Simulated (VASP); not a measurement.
Wanted: the native input for a VASP 6.6.1 run.

```
Task                   : single point
Functional             : PBE
Potentials or basis    : VASP PAW PBE potentials, release 64 (W_sv)
Cutoff                 : 520 eV
k mesh                 : 20 × 20 × 20
Occupations            : gaussian, width 0.15 eV
Spin                   : no spin polarisation
Dipole correction      : no
Further INCAR settings : ALGO = Fast; EDIFF = 1e-06; NBANDS = 13
```

The structure of W lies in POSCAR:

```
W
1.0
   -1.5973000000      1.5374012500      1.5374012500
    1.5973000000     -1.6571987500      1.6571987500
    1.5973000000      1.6571987500     -1.6571987500
W
1
Direct
    0.0000000000      0.0000000000      0.0000000000
```

This cell differs from its parent crystal: strain -0.0750 x Voigt [0, 0, 0, 1, 0, 0].

The input as run:

INCAR

```
SYSTEM = W
ALGO = Fast ; EDIFF = 1E-6
ENCUT = 520 ; GGA = PE
ISIF = 2 ; ISMEAR = 0
LASPH = .TRUE. ; LCHARG = .TRUE.
LELF = .TRUE. ; LREAL = .FALSE.
LVHAR = .TRUE. ; LWAVE = .FALSE.
NBANDS = 13 ; NELM = 60
PREC = Accurate ; SIGMA = 0.15
```

KPOINTS

```
k-points
0
G
  20 20 20
  0 0 0
```

Potentials or basis: VASP PAW PBE potentials, release 64 (W_sv).

The run is started by

```sh
$ cat potpaw_PBE.64/W_sv/POTCAR > POTCAR
$ mpirun -np 1 vasp_std > vasp.out
```

Results of the run:

```json
{
  "Pressure": "-1.2 GPa",
  "Band gap on the k mesh": "zero (bands 7 and 8 overlap by 5.12 eV)"
}
```

Caveat: the cell differs from its parent crystal (strain -0.0750 x Voigt [0, 0, 0, 1, 0, 0]); spin-orbit coupling is left out, which moves the levels of the heavy elements.

Run time: 7.9 min on 1 thread of Intel Xeon 8259CL, with other jobs on the host, peak memory 0.33 GiB.
